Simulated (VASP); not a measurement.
## CdTe: single point with revPBE+D4

CdTe:

```xyz
2
Lattice="0.0000 3.0094 3.0094 3.0094 0.0000 3.0094 3.0094 3.0094 0.0000" Properties=species:S:1:pos:R:3 pbc="T T T"
Cd    3.0094    3.0094    3.0094
Te    0.0000    0.0000    0.0000
```

```json
{
  "Program": "VASP 6.6.1",
  "Task": "single point",
  "Functional": "revPBE",
  "Dispersion": "D4",
  "Potentials or basis": "VASP PAW PBE potentials, release 64 (Cd, Te)",
  "Cutoff": "520 eV",
  "k mesh": "6 × 6 × 6",
  "Occupations": "gaussian, width 0.05 eV",
  "Spin": "no spin polarisation",
  "Dipole correction": "no",
  "Further INCAR settings": "ALGO = Normal; EDIFF = 1e-06; NBANDS = 16"
}
```

- Pressure: 0.2 GPa
- Band gap on the k mesh: zero (band 9 reaches 4.55 eV, above the bottom of band 10 at 3.21 eV)
- Dispersion energy per atom: -0.744 eV

Levels at points of the mesh, in eV from the Fermi level:
| k point | band 6 | band 7 | band 8 | band 9 | band 10 | band 11 | band 12 | band 13 |
| --- | --- | --- | --- | --- | --- | --- | --- | --- |
| (0.00, 0.00, 0.00) | -8.49 | -0.56 | -0.56 | -0.56 | 0.53 | 7.03 | 7.03 | 7.03 |
| (0.50, 0.00, 0.00) | -8.40 | -5.45 | -0.10 | -0.10 | 2.68 | 3.90 | 3.90 | 4.94 |
| (0.50, 0.50, 0.00) | -7.59 | -4.42 | -2.28 | -2.28 | -1.34 | 4.12 | 9.41 | 9.41 |

Wall time 11 s on 1 thread of Intel(R) Xeon(R) Platinum 8259CL CPU @ 2.50GHz (Skylake/Cascade Lake), on a shared host, peak memory 0.17 GiB.

Caveat: the PAW data sets were made with another functional, which shifts forces and pressure a little; spin-orbit coupling is left out, which moves the levels of the heavy elements; pairwise dispersion overbinds metals, which lowers pressure and volume.
